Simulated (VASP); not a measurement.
The system is PbS.

```
Pb S
1.0
     0.00000    2.87133    2.87133
     2.87133    0.00000    2.87133
     2.87133    2.87133    0.00000
Pb S
1 1
Direct
  0.00000 0.00000 0.00000
  0.50000 0.50000 0.50000
```

This cell differs from its parent crystal: strain -3.9%.

Base run:

```yaml
Program: VASP 6.6.1
Functional: r2SCAN
Potentials_or_basis: VASP PAW PBE potentials, release 64 (Pb_d, S)
Cutoff: 520 eV
k_mesh: 8 × 8 × 8
Occupations: fermi-dirac, width 0.02 eV
Spin: no spin polarisation
```

Its results: band gap on the k mesh 0.19 eV, direct; pressure 8.8 GPa.

**Question.** The run is repeated on the same cell with these changes: functional from r2SCAN to PBE. What comes out?

**Answer.** Band gap on the k mesh 0.05 eV, direct; pressure 9.3 GPa.

r2SCAN gives the wider gap, since meta-GGAs in the generalised Kohn-Sham scheme recover part of the derivative discontinuity.

Caveats: spin-orbit coupling is left out, which moves the levels of the heavy elements; the PAW data sets were made with another functional, which shifts forces and pressure a little (some runs).

A k mesh can miss the band edges.
